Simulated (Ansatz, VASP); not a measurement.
# Ge: VASP beside Ansatz

```
Ge
1.0
     1.30108   -2.37094    0.00000
     1.30108    2.37094    0.00000
     0.00000    0.00000    2.98428
Ge
1
Cartesian
  1.3011 0.0000 0.0000
```

Alike in both runs: task single point; functional PBEsol; k mesh 28 × 28 × 26; occupations gaussian, width 0.15 eV; no spin polarisation.

|  | VASP | Ansatz |
| --- | --- | --- |
| version | VASP 6.6.1 | Ansatz 0.2.0 |
| potentials or method | VASP PAW PBE potentials, release 64 (Ge_d), cutoff 520 eV | scalar-relativistic, plane waves, PAW |
| valence electrons in the cell | 14 | 14 |

VASP gave:

* gap on the k mesh at the Fermi level (eV): none
* pressure (GPa): 5.5
* traceless stress, the component that is largest in VASP (GPa): -17.64

Problem. What did Ansatz give for the same quantities?

Solution. gap on the k mesh at the Fermi level (eV): none; pressure (GPa): 5.3; traceless stress, the component that is largest in VASP (GPa): -17.63.

VASP's potentials were made for PBE, not for PBEsol. A gap of «none» marks a metal or a gap that the smearing closes.
